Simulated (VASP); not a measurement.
Set up this calculation in VASP 6.6.1, as the native input.

```yaml
Task: single point
Functional: PBE
Potentials_or_basis: VASP PAW PBE potentials, release 64 (Ca_sv, O)
Cutoff: 520 eV
k_mesh: 12 × 12 × 6
Occupations: gaussian, width 0.01 eV
Spin: no spin polarisation
Dipole_correction: no
Further_INCAR_settings: ALGO = Normal; EDIFF = 1e-06; NBANDS = 24
```

The structure of CaO lies in POSCAR:

```
CaO
1.0
    3.9808380002      0.0000000000      0.0000000000
   -1.9904190001      3.4475068365      0.0000000000
    0.0000000000      0.0000000000      4.7704440691
Ca O
2 2
Direct
    0.3333333333      0.6666666667     -0.0625000000
    0.6666666667      0.3333333333      0.4375000000
    0.3333333333      0.6666666667      0.4375000000
    0.6666666667      0.3333333333      0.9375000000
```

The input as run:

INCAR

```
SYSTEM = CaO
ALGO = Normal ; EDIFF = 1E-6
ENCUT = 520 ; GGA = PE
ISIF = 2 ; ISMEAR = 0
LASPH = .TRUE. ; LCHARG = .FALSE.
LREAL = .FALSE. ; LWAVE = .FALSE.
NBANDS = 24 ; NELM = 60
PREC = Accurate ; SIGMA = 0.01
```

KPOINTS

```
k-points
0
G
  12 12 6
  0 0 0
```

Potentials or basis: VASP PAW PBE potentials, release 64 (Ca_sv, O).

Run with:

```console
$ cat potpaw_PBE.64/Ca_sv/POTCAR potpaw_PBE.64/O/POTCAR > POTCAR
$ mpirun -np 1 vasp_std > vasp.out
```

Results of the run:

* Pressure: 2.3 GPa
* Band gap on the k mesh: 3.19 eV

Caveat: the structure was generated, so it needn't be the stable form of CaO.

It took 53 s on 1 thread of Intel(R) Xeon(R) 6975P-C (Granite Rapids) (shared host), peak memory 0.24 GiB.
